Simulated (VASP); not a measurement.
Write the native input for VASP 6.6.1 that does the following.

```
Task                               : single point
Functional                         : PBE-based screened hybrid with 25 % exact exchange
Potentials or basis                : VASP PAW PBE potentials, release 64 (Fe)
Cutoff                             : 520 eV
k mesh                             : 6 × 6 × 4
Occupations                        : fermi-dirac, width 0.05 eV
Spin                               : collinear spin, ferromagnetic start
Starting moments                   : [3.0, 3.0] μB
Dipole correction                  : no
Grid for exact exchange (PRECFOCK) : Normal
Share of exact exchange            : 0.25
Further INCAR settings             : ALGO = Normal; EDIFF = 1e-06; NBANDS = 19
Screening parameter                : 0.3 1/Å
```

Crystal: Fe.

```xyz
2
Lattice="2.4178 0.0000 0.0000 -1.2089 2.0939 0.0000 0.0000 0.0000 3.8161" Properties=species:S:1:pos:R:3 pbc="T T T"
Fe    1.2089    0.6980    2.8621
Fe    0.0000    1.3959    0.9540
```

This isn't the form of Fe at room conditions, which is bcc.

One way to write it, as run:

POSCAR

```
Fe
1.0
    2.4178204650      0.0000000000      0.0000000000
   -1.2089102325      2.0938939445      0.0000000000
    0.0000000000      0.0000000000      3.8161488980
Fe
2
Direct
    0.6666666667      0.3333333333      0.7500000000
    0.3333333333      0.6666666667      0.2500000000
```

INCAR.step1

```
PREC = Accurate
ENCUT = 520
EDIFF = 1E-5
ISMEAR = -1
SIGMA = 0.05
LREAL = False
LASPH = True
NELM = 150
ALGO = Normal
ISIF = 2
LWAVE = True
LCHARG = False
ISPIN = 2
MAGMOM = 3 3
LORBIT = 11
LMAXMIX = 4
GGA = PE
NBANDS = 19
```

INCAR.step2

```
PREC = Accurate
ENCUT = 520
EDIFF = 1E-6
ISMEAR = -1
SIGMA = 0.05
LREAL = False
LASPH = True
NELM = 150
ALGO = Normal
ISIF = 2
LWAVE = False
LCHARG = False
ISPIN = 2
MAGMOM = 3 3
LORBIT = 11
LMAXMIX = 4
GGA = PE
LHFCALC = True
AEXX = 0.25
HFSCREEN = 0.3
PRECFOCK = Normal
ISTART = 1
NBANDS = 19
```

KPOINTS

```
Automatic mesh
0
Gamma
  6 6 4
```

Potentials or basis: VASP PAW PBE potentials, release 64 (Fe).

Launch:

```sh
$ cat potpaw_PBE.64/Fe/POTCAR > POTCAR
$ cp INCAR.step1 INCAR
$ mpirun -np 1 vasp_std > vasp.out
$ cp INCAR.step2 INCAR
$ mpirun -np 1 vasp_std > vasp.out
```

Results of the run:

The pressure is 72.9 GPa, the net moment is 5.36 μB per cell and the site moments are Fe +2.63 μB. The valence electrons inside the program's atomic spheres are Fe 7.72.

Caveat: the k points lie up to 0.50 Å⁻¹ apart; the PAW data sets were made with another functional, which shifts forces and pressure a little.

It took 100 min on 1 thread of Intel(R) Xeon(R) Platinum 8488C (Sapphire Rapids), on a shared host, peak memory 0.25 GiB.
